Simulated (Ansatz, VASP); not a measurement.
HPt6 in VASP and in Ansatz

INCAR

```
SYSTEM = HPt6
PREC     = Accurate       ! precision mode
ENCUT    = 520            ! plane-wave cutoff, eV
EDIFF    = 1E-6           ! SCF threshold, eV
ISMEAR   = 0              ! smearing method
SIGMA    = 0.1            ! smearing width, eV
LREAL    = .False.        ! projectors in reciprocal space
LASPH    = .True.         ! aspherical terms in the spheres
NELM     = 100            ! most SCF steps
ALGO     = Normal         ! electronic algorithm
ISIF     = 2              ! what is computed and relaxed
LWAVE    = .False.        ! write WAVECAR
LCHARG   = .False.        ! write CHGCAR
LDIPOL   = .True.       
IDIPOL   = 3            
DIPOL    = 0.5 0.5 0.298
GGA      = PE             ! functional
NBANDS   = 74             ! bands
```

Contents of KPOINTS:

```
Automatic mesh
0
Gamma
  6 6 1
  0 0 0
```

POSCAR

```
HPt6
1.0
    5.6143281343      0.0000000000      0.0000000000
   -2.8071640672      4.8621507895      0.0000000000
    0.0000000000      0.0000000000     22.6192653717
Pt H
12 2
Direct
    0.3333333333      0.1666666667      0.1768404028
    0.3333333333      0.6666666667      0.1768404028
    0.8333333333      0.1666666667      0.1768404028
    0.8333333333      0.6666666667      0.1768404028
    0.1666666667      0.3333333333      0.2789526245
    0.1666666667      0.8333333333      0.2789526245
    0.6666666667      0.3333333333      0.2789526245
    0.6666666667      0.8333333333      0.2789526245
    0.0000000000      0.0000000000      0.3810585901
    0.0000000000      0.5000000000      0.3810585901
    0.5000000000      0.0000000000      0.3810585901
    0.5000000000      0.5000000000      0.3810585901
    0.2027472491      0.4054944982      0.4151003676
    0.2972527509      0.5945055018      0.4151003676
```

Input for Ansatz:

```yaml
crystal:
  lattice:
    - [5.6143281343, 0.0, 0.0]
    - [-2.8071640672, 4.8621507895, 0.0]
    - [0.0, 0.0, 22.6192653717]
  atoms:
    - { symbol: Pt, position: [0.3333333333, 0.1666666667, 0.1768404028] }
    - { symbol: Pt, position: [0.3333333333, 0.6666666667, 0.1768404028] }
    - { symbol: Pt, position: [0.8333333333, 0.1666666667, 0.1768404028] }
    - { symbol: Pt, position: [0.8333333333, 0.6666666667, 0.1768404028] }
    - { symbol: Pt, position: [0.1666666667, 0.3333333333, 0.2789526245] }
    - { symbol: Pt, position: [0.1666666667, 0.8333333333, 0.2789526245] }
    - { symbol: Pt, position: [0.6666666667, 0.3333333333, 0.2789526245] }
    - { symbol: Pt, position: [0.6666666667, 0.8333333333, 0.2789526245] }
    - { symbol: Pt, position: [0.0, 0.0, 0.3810585901] }
    - { symbol: Pt, position: [0.0, 0.5, 0.3810585901] }
    - { symbol: Pt, position: [0.5, 0.0, 0.3810585901] }
    - { symbol: Pt, position: [0.5, 0.5, 0.3810585901] }
    - { symbol: H, position: [0.2027472491, 0.4054944982, 0.4151003676] }
    - { symbol: H, position: [0.2972527509, 0.5945055018, 0.4151003676] }
basis:
  ecutwfc: 420
kpoints:
  mp_grid: { grid: [6, 6, 1] }
hamiltonian:
  xc: pbe
  pseudopotentials: { kind: paw, azcp: { folder: soft_1 } }
scf:
  occupations: { method: gaussian, width: 0.1 }
output:
  forces: true
  eigenvalues: true
efield:
  axis: 3
  dipole_correction: true
  ramp_width: 0.04
```

Alike in both runs: task single point; functional PBE; k mesh 6 × 6 × 1; occupations gaussian, width 0.1 eV; no spin polarisation.

|  | VASP | Ansatz |
| --- | --- | --- |
| version | VASP 6.6.1 | Ansatz 0.2.0 |
| potentials or method | VASP PAW PBE potentials, release 64 (Pt, H), cutoff 520 eV | scalar-relativistic, plane waves, PAW |
| valence electrons in the cell | 122 | 218 |

```csv
,VASP,Ansatz,Ansatz less VASP
gap on the k mesh at the Fermi level (eV),none,none,-
rms of the force components (eV/Å),1.076,1.053,-0.0233
```

Atom by atom the forces differ by 0.028 eV/Å (rms over components). A gap of «none» marks a metal or a gap that the smearing closes. With one functional, cell and mesh, what is left measures potentials, basis and numerics. VASP's potentials hold 122 valence electrons a cell and Ansatz's 218, so a difference there can come from the potentials and not from the codes.

Neither program's run includes spin-orbit coupling.
